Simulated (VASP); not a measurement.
SiC, 32 atoms in the cell. The typed cell holds 32 atoms: a = 6.155 Å, b = 6.155 Å, c = 10.077 Å, α = 90.00°, β = 90.00°, γ = 120.00°. 

- Program: VASP 6.6.1
- Task: single point
- Functional: r2SCAN
- Potentials or basis: VASP PAW PBE potentials, release 64 (Si, C)
- Cutoff: 520 eV
- k mesh: 3 × 3 × 2
- Occupations: fermi-dirac, width 0.039 eV
- Spin: no spin polarisation
- Dipole correction: no
- Further INCAR settings: LREAL = Auto; ALGO = Normal; EDIFF = 1e-06; NBANDS = 86

Potentials or basis: VASP PAW PBE potentials, release 64 (Si, C).

Run with:

```console
$ cat potpaw_PBE.64/Si/POTCAR potpaw_PBE.64/C/POTCAR > POTCAR
$ cp INCAR.step1 INCAR
$ mpirun -np 1 vasp_std > vasp.out
$ cp INCAR.step2 INCAR
$ mpirun -np 1 vasp_std > vasp.out
```

Hardware: 1 thread of Oxide Virtual Turin-like Processor (shared host).

Q: How long does it take, and how much memory?

A: Run time: 32 min on 1 thread of Oxide Virtual Turin-like Processor, on a shared host, peak memory 0.53 GiB. Counts: k points 10.
